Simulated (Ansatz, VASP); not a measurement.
## Two plane-wave programs on GaSb

File POSCAR:

```
GaSb
1.0
    0.0000000000      3.0658788000      3.0658788000
    3.0658788000      0.0000000000      3.0658788000
    3.0658788000      3.0658788000      0.0000000000
Ga Sb
1 1
Direct
    0.0000000000      0.0000000000      0.0000000000
    0.2500000000      0.2500000000      0.2500000000
```

Contents of INCAR.step1:

```
SYSTEM = GaSb
PREC = Accurate
ENCUT = 550
ISMEAR = -1
SIGMA = 0.02
LREAL = .False.
LASPH = .True.
NELM = 120
NBANDS = 21
GGA = PE
ALGO = Normal
EDIFF = 1E-5
LWAVE = .True.
LCHARG = .False.
GGA_COMPAT = .False.
```

Contents of INCAR.step2:

```
SYSTEM = GaSb
PREC = Accurate
ENCUT = 550
EDIFF = 1E-6
ISMEAR = -1
SIGMA = 0.02
LREAL = .False.
LASPH = .True.
NELM = 120
ALGO = Normal
ISIF = 2
LWAVE = .False.
LCHARG = .False.
METAGGA = R2SCAN
LMIXTAU = .True.
NBANDS = 21
ISTART = 1
GGA_COMPAT = .False.
```

Contents of KPOINTS:

```
regular mesh
0
Gamma
  8 8 8
  0 0 0
```

Input for Ansatz:

```yaml
crystal:
  lattice:
    - [0.0, 3.0658788, 3.0658788]
    - [3.0658788, 0.0, 3.0658788]
    - [3.0658788, 3.0658788, 0.0]
  atoms:
    - { symbol: Ga, position: [0.0, 0.0, 0.0] }
    - { symbol: Sb, position: [0.25, 0.25, 0.25] }
kpoints:
  mp_grid: { grid: [8, 8, 8] }
  band_path:
    path:
      - [0.0, 0.0, 0.0]
      - [-0.5, -0.5, 0.0]
      - [-0.375, -0.375, 0.25]
      - [-0.375, 0.0, 0.375]
      - [0.0, 0.0, 0.5]
      - [-0.5, -0.25, 0.25]
    npoints: 1
hamiltonian:
  xc: r2scan
scf:
  occupations: { method: fermi_dirac, width: 0.02 }
  n_extra_bands: 4
output:
  forces: true
  stress: true
  eigenvalues: true
```

Alike in both runs: task single point; functional r2SCAN; k mesh 8 × 8 × 8; occupations fermi-dirac, width 0.02 eV; no spin polarisation.

|  | VASP | Ansatz |
| --- | --- | --- |
| version | VASP 6.6.1 | Ansatz 0.2.0 |
| potentials or method | VASP PAW PBE potentials, release 64 (Ga_d, Sb_d_GW) | plane waves, PAW |
| plane-wave cutoff (eV) | 550 | 500 |
| valence electrons in the cell | 28 | 28 |

|  | VASP | Ansatz | Ansatz less VASP |
| --- | --- | --- | --- |
| pressure (GPa) | 0.0 | 0.0 | 0.00 |

VASP's potentials were made for PBE, not for r2SCAN. The functional is the same, so the differences come from potentials, cutoffs and numerics.

Neither program's run includes spin-orbit coupling.
